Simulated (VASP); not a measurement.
The system is Ag.

```xyz
1
Lattice="0.0000 2.0519 2.0519 2.0519 0.0000 2.0519 2.0519 2.0519 0.0000" Properties=species:S:1:pos:R:3 pbc="T T T"
Ag    0.0000    0.0000    0.0000
```

Base run:

| Item | Value |
| --- | --- |
| Program | VASP 6.6.1 |
| Functional | r2SCAN |
| Potentials or basis | VASP PAW PBE potentials, release 64 (Ag) |
| Cutoff | 520 eV |
| k mesh | 13 × 13 × 13 |
| Occupations | fermi-dirac, width 0.1 eV |
| Spin | no spin polarisation |

Its results: pressure 0.1 GPa.

Question: The run is repeated on the same cell with these changes: k mesh from 13 × 13 × 13 to 6 × 6 × 6. What comes out?

Answer: Pressure 1.1 GPa.

Caveats: some runs use coarse meshes; the PAW data sets were made with another functional, which shifts forces and pressure a little.
